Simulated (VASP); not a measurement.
Wanted: the native input for a VASP 6.6.1 run.

```
Task                   : single point
Functional             : PBE
Potentials or basis    : VASP PAW PBE potentials, release 64 (Pt, H)
Cutoff                 : 520 eV
k mesh                 : 5 × 5 × 1
Occupations            : gaussian, width 0.1 eV
Spin                   : no spin polarisation
Dipole correction      : yes
Further INCAR settings : ALGO = Normal; EDIFF = 1e-06; NBANDS = 74
```

The structure of HPt6 lies in POSCAR:

```
HPt6
1.0
    5.6143281343      0.0000000000      0.0000000000
    0.0000000000      5.6143281343      0.0000000000
    0.0000000000      0.0000000000     21.8513792319
Pt H
12 2
Direct
    0.2500000000      0.2500000000      0.1830548066
    0.2500000000      0.7500000000      0.1830548066
    0.7500000000      0.2500000000      0.1830548066
    0.7500000000      0.7500000000      0.1830548066
    0.0000000000      0.0000000000      0.2712126041
    0.0000000000      0.5000000000      0.2712126041
    0.5000000000      0.0000000000      0.2712126041
    0.5000000000      0.5000000000      0.2712126041
    0.2500000000      0.2500000000      0.3593081768
    0.2500000000      0.7500000000      0.3593081768
    0.7500000000      0.2500000000      0.3593081768
    0.7500000000      0.7500000000      0.3593081768
   -0.1051773224      0.0000000000      0.5240575028
    0.1051773224      0.0000000000      0.5240575028
```

The input as run:

INCAR

```
SYSTEM = HPt6
PREC = Accurate
ENCUT = 520
EDIFF = 1E-6
ISMEAR = 0
SIGMA = 0.1
LREAL = .FALSE.
LASPH = .TRUE.
NELM = 100
ALGO = Normal
ISIF = 2
LWAVE = .FALSE.
LCHARG = .TRUE.
LDIPOL = .TRUE.
IDIPOL = 3
DIPOL = 0.5 0.5 0.307
GGA = PE
LELF = .TRUE.
LVHAR = .TRUE.
LVACPOTAV = .TRUE.
NBANDS = 74
```

KPOINTS

```
Automatic mesh
0
G
  5 5 1
  0 0 0
```

Potentials or basis: VASP PAW PBE potentials, release 64 (Pt, H).

Launch:

```console
$ cat potpaw_PBE.64/Pt/POTCAR potpaw_PBE.64/H/POTCAR > POTCAR
$ mpirun -np 1 vasp_std > vasp.out
```

Results of the run:

The largest force is 4.641 eV/Å and the band gap on the k mesh is zero (band 61 reaches -1.05 eV, above the bottom of band 62 at -1.21 eV).

Caveat: spin-orbit coupling is left out, which moves the levels of the heavy elements.

Wall time 31 min on 1 thread of Oxide Virtual Turin-like Processor (shared host), peak memory 0.78 GiB.
